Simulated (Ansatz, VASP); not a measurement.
**One calculation of SnO2, two programs**

```xyz
6
Lattice="4.7213 0.0000 0.0000 0.0000 4.7242 0.0000 0.0000 0.0000 3.3176" Properties=species:S:1:pos:R:3 pbc="T T T"
Sn    2.3606    2.3621    1.6588
Sn    0.0000    0.0000    0.0000
O     1.4511    1.4532    0.0000
O     3.8117    0.9089    1.6588
O     0.9095    3.8153    1.6588
O     3.2702    3.2711    0.0000
```

Change from the starting cell: strain along c alone, the other axes held, atoms relaxed: +4.0 %.

Alike in both runs: functional LDA; k mesh 6 × 6 × 8; occupations gaussian, width 0.02 eV; no spin polarisation.

Ansatz relaxed the structure, and its values are those at the end. VASP's run is a single point on that final structure, the one shown.

|  | VASP | Ansatz |
| --- | --- | --- |
| version | VASP 6.6.1 | Ansatz 0.2.0 |
| potentials or method | VASP PAW LDA potentials, release 64 (Sn_d, O), cutoff 520 eV | scalar-relativistic, plane waves, PAW |
| valence electrons in the cell | 52 | 52 |

Ansatz gave:

| Property | Result |
| --- | --- |
| gap on the k mesh at the Fermi level (eV) | 0.61 |
| least direct gap on the mesh (eV) | 0.61 |
| pressure (GPa) | -8.7 |

Problem. What did VASP give for the same quantities?

Solution. gap on the k mesh at the Fermi level (eV): 0.64; least direct gap on the mesh (eV): 0.64; pressure (GPa): -7.8.

LDA's correlation is that of Perdew and Zunger in VASP and of Perdew and Wang (1992) in Ansatz. Ansatz's warnings: stress scf threshold loose.
